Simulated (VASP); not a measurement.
# SnCl (I-4m2) in VASP: further runs, part 2 of 2

VASP 6.6.1. The steps go on from the part before.

## Step 3: Single point, PBE

This run uses another cell than the first one, of 28.31 Å³/atom, 0.981 times its volume.

INCAR

```
PREC = Accurate
ENCUT = 520
EDIFF = 1E-7
ISMEAR = 0
SIGMA = 0.1
LREAL = False
LASPH = True
NELM = 80
ALGO = Normal
ISIF = 2
LWAVE = False
LCHARG = True
GGA = PE
LELF = True
LVHAR = True
NBANDS = 18
```

KPOINTS

```
regular mesh
0
Gamma
  6 6 6
```

POSCAR

```
SnCl
1.0
   -2.8807478890      2.8807478890      1.7054527157
    2.8807478890     -2.8807478890      1.7054527157
    2.8807478890      2.8807478890     -1.7054527157
Sn Cl
1 1
Direct
    0.5000000000      0.5000000000      0.0000000000
    0.2500000000      0.7500000000      0.5000000000
```

Potentials or basis: VASP PAW PBE potentials, release 64 (Sn_d, Cl).

The run is started by

```console
$ cat potpaw_PBE.64/Sn_d/POTCAR potpaw_PBE.64/Cl/POTCAR > POTCAR
$ mpirun -np 1 vasp_std > vasp.out
```

OUTCAR:

```text
PREC = Accurate
   ENCUT = 520
   EDIFF = 1E-7
   ISMEAR = 0
   LREAL = False
   LASPH = True
   NELM = 80
   ISIF = 2
   GGA = PE

 ion  position               nearest neighbor table
   1  0.500  0.500  0.000-   2 3.00   2 3.00   2 3.00   2 3.00
   2  0.250  0.750  0.500-   1 3.00   1 3.00   1 3.00   1 3.00

  LATTYP: Found a body centered tetragonal cell.
 ALAT       =     5.7614957780
 C/A-ratio  =     0.5920173446

  Lattice vectors:

 A1 = (  -2.8807478890,   2.8807478890,   1.7054527157)
 A2 = (   2.8807478890,  -2.8807478890,   1.7054527157)
 A3 = (   2.8807478890,   2.8807478890,  -1.7054527157)

Analysis of symmetry for initial positions (statically):
=====================================================================
 Subroutine PRICEL returns:
 Original cell was already a primitive cell.

 Routine SETGRP: Setting up the symmetry group for a
 body centered tetragonal supercell.

 Subroutine GETGRP returns: Found  8 space group operations
 (whereof  8 operations were pure point group operations)
 out of a pool of 16 trial point group operations.

The static configuration has the point symmetry D_2d.

Analysis of symmetry for dynamics (positions and initial velocities):
=====================================================================
 Subroutine PRICEL returns:
 Original cell was already a primitive cell.

 Routine SETGRP: Setting up the symmetry group for a
 body centered tetragonal supercell.

 Subroutine GETGRP returns: Found  8 space group operations
 (whereof  8 operations were pure point group operations)
 out of a pool of 16 trial point group operations.

The dynamic configuration has the point symmetry D_2d.

 Subroutine INISYM returns: Found  8 space group operations
 (whereof  8 operations are pure point group operations),
 and found     1 'primitive' translations

----------------------------------------------------------------------------------------

                                     Primitive cell

  volume of cell :      56.6122

  direct lattice vectors                    reciprocal lattice vectors
    -2.880747889  2.880747889  1.705452716     0.000000000  0.173566039  0.293177287
     2.880747889 -2.880747889  1.705452716     0.173566039  0.000000000  0.293177287
     2.880747889  2.880747889 -1.705452716     0.173566039  0.173566039  0.000000000

  length of vectors
     4.416558136  4.416558136  4.416558136     0.340702350  0.340702350  0.245459446

  position of ions in fractional coordinates (direct lattice)
     0.500000000  0.500000000  0.000000000
     0.250000000  0.750000000  0.500000000

  ion indices of the primitive-cell ions
   primitive index   ion index
                 1           1
                 2           2

----------------------------------------------------------------------------------------

 KPOINTS: regular mesh

Automatic generation of k-mesh.
 Grid dimensions read from file:
 generate k-points for:    6    6    6

 Generating k-lattice:

  Cartesian coordinates                     Fractional coordinates (reciprocal lattice)
     0.000000000  0.028927673  0.048862881     0.166666667  0.000000000  0.000000000
     0.028927673  0.000000000  0.048862881     0.000000000  0.166666667  0.000000000
     0.028927673  0.028927673  0.000000000     0.000000000  0.000000000  0.166666667

  Length of vectors
     0.056783725  0.056783725  0.040909908

  Shift w.r.t. Gamma in fractional coordinates (k-lattice)
     0.000000000  0.000000000  0.000000000

 Subroutine IBZKPT returns following result:
 ===========================================

 Found     30 irreducible k-points:

 Following reciprocal coordinates:
            Coordinates               Weight
  0.000000  0.000000  0.000000      1.000000
  0.166667  0.000000  0.000000      8.000000
  0.333333  0.000000 -0.000000      8.000000
  0.500000  0.000000  0.000000      4.000000
  0.166667  0.166667  0.000000      8.000000
  0.333333  0.166667 -0.000000     16.000000
[... 16 lines left out ...]
 -0.333333 -0.333333  0.166667      8.000000
 -0.166667 -0.333333  0.166667      8.000000
 [... further k-points ...]
   k-points           NKPTS =     30   k-points in BZ     NKDIM =     30   number of bands    NBANDS=     18
   number of dos      NEDOS =    301   number of ions     NIONS =      2
   total plane-waves  NPLWV =  46656
   dimension x,y,z NGX =    36 NGY =   36 NGZ =   36
   dimension x,y,z NGXF=    72 NGYF=   72 NGZF=   72
   ions per type =               1   1
   NGX,Y,Z   is equivalent  to a cutoff of  13.55, 13.55, 13.55 a.u.
   NGXF,Y,Z  is equivalent  to a cutoff of  27.10, 27.10, 27.10 a.u.
 SYSTEM =  unknown system
   PREC   = accura    normal or accurate (medium, high low for compatibility)
   ISTART =      0    job   : 0-new  1-cont  2-samecut
   ICHARG =      2    charge: 1-file 2-atom 10-const
   ISPIN  =      1    spin polarized calculation?
   LNONCOLLINEAR =      F non collinear calculations
   LSORBIT =      F    spin-orbit coupling
   LASPH  =      T    aspherical Exc in radial PAW
   ENCUT  =  520.0 eV  38.22 Ry    6.18 a.u.   8.21  8.21  8.21*2*pi/ulx,y,z
   NELM   =     80;   NELMIN=  2; NELMDL= -5     # of ELM steps
   EDIFF  = 0.1E-06   stopping-criterion for ELM
   LREAL  =      F    real-space projection
   EDIFFG = 0.1E-05   stopping-criterion for IOM
   NSW    =      0    number of steps for IOM
   IBRION =     -1    ionic relax: 0-MD 1-quasi-New 2-CG
   NFREE  =      0    steps in history (QN), initial steepest desc. (CG)
   ISIF   =      2    stress and relaxation
   ISYM   =      2    0-nonsym 1-usesym 2-fastsym
   POTIM  = 0.5000    time-step for ionic-motion
   TEBEG  =    0.0;   TEEND  =   0.0 temperature during run
   PSTRESS=    0.0 pullay stress
   NELECT =      21.0000    total number of electrons
   NUPDOWN=      -1.0000    fix difference up-down
   EMIN   =  10.00;   EMAX   =-10.00  energy-range for DOS
   EFERMI =   0.00;   METHOD = LEGACY
   ISMEAR =     0;   SIGMA  =   0.10  broadening in eV -4-tet -1-fermi 0-gaus
   EFERMI_NEDOS =   21; number of points for ismear=-14 and -15
   IALGO  =     38    algorithm
   IMIX   =      4    mixing-type and parameters
     AMIX     =   0.40;   BMIX     =  1.00
     AMIX_MAG =   1.60;   BMIX_MAG =  1.00
  volume/ion in A,a.u.               =      28.31       191.02
  Fermi-wavevector in a.u.,A,eV,Ry     =   1.176281  2.222849 18.825535  1.383638
  Thomas-Fermi vector in A             =   2.312648
   LORBIT       =      0    0 simple, 1 ext, 2 COOP (PROOUT), +10 PAW based schemes
   GGA     = PE    functional components
   LHFCALC =     F    Hartree Fock is set to
   AEXX    =    0.0000 exact exchange contribution
   IVDW    =     0    specifies the selected vdW correction
   LEPSILON=     F    determine dielectric tensor
   LRPA    =     F    only Hartree local field effects (RPA)
 non-spin polarized calculation
 Gauss-broadening in eV      SIGMA  =   0.10
  energy-cutoff  :      520.00
  volume of cell :       56.61
 maximum number of plane-waves:      1538
 NGX is ok and might be reduce to    36
   NGX = 17   NGY = 17   NGZ = 17

 number of electron      21.0000005 magnetization

 Free energy of the ion-electron system (eV)
  ---------------------------------------------------
  ext. energy  EPLUGINS =         0.00000000
  ---------------------------------------------------
  free energy    TOTEN  =        -6.45806664 eV

  energy without entropy =       -6.44392802  energy(sigma->0) =       -6.45099733

 E-fermi :   5.2215     XC(G=0):  -9.1085

 val. band max:        5.2133482204   @ k =   0.5000   0.3333  -0.0000
 cond. band min:       5.2313882772   @ k =   0.3333   0.0000  -0.0000
 fundamental gap:      0.0180400567
 Fermi energy:         5.2215074134

 k-point     1 :       0.0000    0.0000    0.0000
  band No.  band energies     occupation
      1     -16.8941      2.00000
      2     -16.8779      2.00000
      3     -16.7132      2.00000
      4     -16.6924      2.00000
      5     -16.6924      2.00000
      6     -11.1489      2.00000
[... 10 lines left out ...]
     17      14.9078      0.00000
     18      14.9078      0.00000

 k-point     2 :       0.1667    0.0000    0.0000
  band No.  band energies     occupation
      1     -16.8911      2.00000
      2     -16.8787      2.00000
      3     -16.7021      2.00000
      4     -16.7018      2.00000
      5     -16.6827      2.00000
      6     -11.0257      2.00000
[... 10 lines left out ...]
     17      13.5269      0.00000
     18      15.3517      0.00000
[... 442 lines left out ...]
 k-point    24 :      -0.1667   -0.3333    0.1667
  band No.  band energies     occupation
      1     -16.8829      2.00000
      2     -16.8820      2.00000
      3     -16.7301      2.00000
      4     -16.7297      2.00000
      5     -16.5916      2.00000
      6     -10.6322      2.00000
[... 10 lines left out ...]
     17      15.8312      0.00000
     18      16.7430      0.00000

 [... further k-points ...]
[... 5 lines left out ...]
  --------------------------------------------------------------------------------------
  -------------------------------------------------------------------------------------
  Total       -0.0407530     -0.0407530     -0.0244977      0.0000000      0.0000000      0.0000000
  in kB       -1.1533458     -1.1533458     -0.6933082      0.0000000      0.0000000      0.0000000
  external PRESSURE =      -0.9999999 kB  Pullay stress =       0.0000000 kB

 VOLUME and BASIS-vectors are now :
 -----------------------------------------------------------------------------
  energy-cutoff  :      520.00
  volume of cell :       56.61
      direct lattice vectors                 reciprocal lattice vectors
    -2.880747889  2.880747889  1.705452716     0.000000000  0.173566039  0.293177287
     2.880747889 -2.880747889  1.705452716     0.173566039  0.000000000  0.293177287
     2.880747889  2.880747889 -1.705452716     0.173566039  0.173566039  0.000000000

 POSITION                                       TOTAL-FORCE (eV/Angst)
 -----------------------------------------------------------------------------------
      0.00000      0.00000      1.70545         0.000000      0.000000     -0.000000
      2.88075      0.00000      0.85273        -0.000000     -0.000000      0.000000
 -----------------------------------------------------------------------------------
    total drift:                               -0.000000      0.000000      0.000000

  FREE ENERGIE OF THE ION-ELECTRON SYSTEM (eV)
  ---------------------------------------------------
  free  energy   TOTEN  =        -6.4580666404 eV

  energy  without entropy=       -6.4439280163  energy(sigma->0) =       -6.45099733
```

stdout:

```text
POSCAR found type information on POSCAR SnCl
 POSCAR found :  2 types and       2 ions
 scaLAPACK will be used
 LDA part: xc-table for (Slater+PW92), standard interpolation
 POSCAR, INCAR and KPOINTS ok, starting setup
 FFT: planning ... GRIDC
 FFT: planning ... GRID_SOFT
 FFT: planning ... GRID
 WAVECAR not read
 entering main loop
```

Wall time 21 s (1 thread of Intel Xeon Platinum 8488C (Sapphire Rapids), shared host); peak memory 0.21 GiB.

What came out:

* Free energy: -6.4581 eV
* Pressure: -0.1 GPa

Caveat: spin-orbit coupling is left out, which moves the levels of the heavy elements; an odd number of electrons without spin polarisation forces a metal; a magnetic or distorted state may lie lower.

## Step 4: Relaxation of cell and atoms, PBE

INCAR

```
SYSTEM = SnCl
PREC = Accurate ; ENCUT = 600
EDIFF = 1E-6 ; ISMEAR = 0
SIGMA = 0.1 ; LREAL = .False.
LASPH = .True. ; NELM = 100
ALGO = Normal ; ISIF = 3
LWAVE = .False. ; LCHARG = .False.
GGA = PE ; IBRION = 2
NSW = 90 ; EDIFFG = -0.04
```

KPOINTS

```
Automatic mesh
0
Gamma
  6 6 6
  0 0 0
```

POSCAR

```
SnCl
1.0
   -2.7332083400      2.7332083400      1.9309825200
    2.7332083400     -2.7332083400      1.9309825200
    2.7332083400      2.7332083400     -1.9309825200
Sn Cl
1 1
Direct
    0.5000000000      0.5000000000      0.0000000000
    0.2500000000      0.7500000000      0.5000000000
```

The run is started by

```console
$ cat potpaw_PBE.64/Sn_d/POTCAR potpaw_PBE.64/Cl/POTCAR > POTCAR
$ mpirun -np 1 vasp_std > vasp.out
```

Wall time 1.9 min (1 thread of Intel Xeon Platinum 8488C (Sapphire Rapids), shared host); peak memory 0.23 GiB.

It converged, with:

```
Free energy                            : -6.4578 eV
Relaxed volume                         : 28.29 Å³/atom
Relaxed cell                           : a = 4.414 Å, b = 4.414 Å, c = 4.414 Å, α = 98.61°, β = 98.61°, γ = 134.48°
Space group after relaxing (to 0.05 Å) : I-4m2 (No. 119)
Energy gained by relaxing              : 108.1 meV/atom
Ionic steps                            : 6
Pressure after relaxing                : 0.0 GPa
```

Stress tensor (GPa, compression positive):
```
 0.02  0.00  0.00
 0.00  0.02  0.00
 0.00  0.00 -0.08
```

Step by step:
| step | energy change (eV) | largest force (eV/Å) | pressure (GPa) | volume (Å³) |
| --- | --- | --- | --- | --- |
| 1 | 0.0000 | 0.0000 | 1.73 | 57.70 |
| 2 | -0.1371 | 0.0000 | -1.05 | 60.22 |
| 3 | -0.1637 | 0.0000 | -2.23 | 61.76 |
| 4 | -0.2095 | 0.0000 | -1.07 | 58.42 |
| 5 | -0.2115 | 0.0000 | -0.75 | 57.69 |
| 6 | -0.2161 | 0.0000 | -0.01 | 56.58 |

Final structure:
```
CELL_PARAMETERS angstrom
-2.87813 2.87813 1.70746
2.87813 -2.87813 1.70746
2.87813 2.87813 -1.70746
ATOMIC_POSITIONS crystal
Sn 0.50000 0.50000 0.00000
Cl 0.25000 0.75000 0.50000
```

Levels at points of the mesh, in eV from the Fermi level:
| k point | band 6 | band 7 | band 8 | band 9 | band 10 | band 11 | band 12 | band 13 | band 14 |
| --- | --- | --- | --- | --- | --- | --- | --- | --- | --- |
| (0.00, 0.00, 0.00) | -16.38 | -7.41 | -4.78 | -4.78 | -2.83 | 2.96 | 2.96 | 3.78 | 5.33 |
| (0.50, 0.00, 0.00) | -15.86 | -6.79 | -4.78 | -4.71 | -3.73 | -0.83 | 1.67 | 2.16 | 6.42 |
| (0.50, 0.50, 0.00) | -16.20 | -8.72 | -4.31 | -3.00 | -2.55 | -0.91 | 1.24 | 5.11 | 7.23 |
| (0.50, 0.50, 0.50) | -16.04 | -7.24 | -6.01 | -6.01 | -2.96 | 2.46 | 2.46 | 3.62 | 8.10 |

Caveat: spin-orbit coupling is left out, which moves the levels of the heavy elements; an odd number of electrons without spin polarisation forces a metal; a magnetic or distorted state may lie lower.

## Step 5: The runs side by side

```csv
task,cell,cutoff (eV),gap on the mesh (eV),pressure (GPa)
single point,"a = 4.321 Å, angles 101.5, 101.5, 126.9°, 2 atoms",520,none,1.7
single point,"a = 4.417 Å, angles 98.6, 98.6, 134.6°, 2 atoms",520,none,-0.1
relaxation of cell and atoms,"relaxed from a = 4.321 Å, angles 101.5, 101.5, 126.9°, 2 atoms",600,none,0.0
```

Alike in all rows: level PBE; potentials or basis VASP PAW PBE potentials, release 64 (Sn_d, Cl); no spin polarisation; k mesh 6 × 6 × 6; smearing gaussian 0.1 eV.

Caveats: spin-orbit coupling is left out, which moves the levels of the heavy elements; an odd number of electrons without spin polarisation forces a metal; a magnetic or distorted state may lie lower.

Total energies depend on the potentials used, so only differences within one code and one set of settings carry meaning.
